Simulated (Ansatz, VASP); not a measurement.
AlGa3N4: VASP beside Ansatz

```xyz
16
Lattice="0.0000 -4.4653 0.0000 0.0000 0.0000 -4.4653 10.9307 0.0000 0.0000" Properties=species:S:1:pos:R:3 pbc="T T T"
Al    7.2682    0.0000    0.0000
Al    2.8029    0.0000    0.0000
Ga    0.5702   -2.2327    0.0000
Ga    5.0356   -2.2327    0.0000
Ga    0.5702    0.0000   -2.2327
Ga    5.0356    0.0000   -2.2327
Ga    7.2682   -2.2327   -2.2327
Ga    2.8029   -2.2327   -2.2327
N     1.7105   -1.0924   -3.3729
N     6.1758   -1.0924   -3.3729
N     1.7105   -3.3729   -1.0924
N     6.1758   -3.3729   -1.0924
N     8.3607   -1.0924   -1.0924
N     3.8953   -1.0924   -1.0924
N     8.3607   -3.3729   -3.3729
N     3.8953   -3.3729   -3.3729
```

Alike in both runs: task single point; functional r2SCAN; k mesh 5 × 5 × 3; occupations gaussian, width 0.05 eV; no spin polarisation.

|  | VASP | Ansatz |
| --- | --- | --- |
| version | VASP 6.6.1 | Ansatz 0.2.0 |
| potentials or method | VASP PAW PBE potentials, release 64 (Al, Ga_d, N), cutoff 520 eV | scalar-relativistic, plane waves, PAW |
| valence electrons in the cell | 124 | 124 |

Ansatz gave:

- gap on the k mesh at the Fermi level (eV): none
- pressure (GPa): -2.0
- traceless stress, the component that is largest in VASP (GPa): 2.03
- rms of the force components (eV/Å): 0.567

Question: Which values does VASP return?

Answer: gap on the k mesh at the Fermi level (eV): none; pressure (GPa): -1.6; traceless stress, the component that is largest in VASP (GPa): 2.23; rms of the force components (eV/Å): 0.571.

VASP's potentials were made for PBE, not for r2SCAN. Atom by atom the forces differ by 0.037 eV/Å (rms over components). A gap of «none» marks a metal or a gap that the smearing closes.
